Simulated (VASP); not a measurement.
**KBr: single point with LDA**

The system is KBr.

```
K Br
1.0
     0.00000    3.18637    3.18637
     3.18637    0.00000    3.18637
     3.18637    3.18637    0.00000
K Br
1 1
Direct
  0.00000 0.00000 0.00000
  0.50000 0.50000 0.50000
```

```yaml
Program: VASP 6.6.1
Task: single point
Functional: LDA
Potentials_or_basis: VASP PAW LDA potentials, release 64 (K_sv, Br)
Cutoff: 520 eV
k_mesh: 6 × 6 × 6
Occupations: fermi-dirac, width 0.02 eV
Spin: no spin polarisation
Dipole_correction: no
Further_INCAR_settings: ALGO = Normal; EDIFF = 1e-07; NBANDS = 15
```

```json
{
  "Pressure": "0.1 GPa",
  "Band gap on the k mesh": "4.33 eV"
}
```

Levels at points of the mesh, in eV from the valence-band top:
| k point | band 5 | band 6 | band 7 | band 8 | band 9 | band 10 | band 11 | band 12 |
| --- | --- | --- | --- | --- | --- | --- | --- | --- |
| (0.00, 0.00, 0.00) | -10.94 | 0.00 | 0.00 | 0.00 | 4.33 | 7.34 | 7.34 | 7.34 |
| (0.50, 0.00, 0.00) | -10.64 | -1.48 | -0.45 | -0.45 | 6.47 | 8.30 | 9.79 | 9.79 |
| (0.50, 0.50, 0.00) | -11.00 | -0.96 | -0.33 | -0.33 | 5.41 | 7.25 | 9.35 | 9.74 |

Wall time 26 s on 1 thread of Intel Xeon 8259CL, on a shared host, peak memory 0.17 GiB.

LDA gaps usually lie below the measured ones, often by a third to a half.
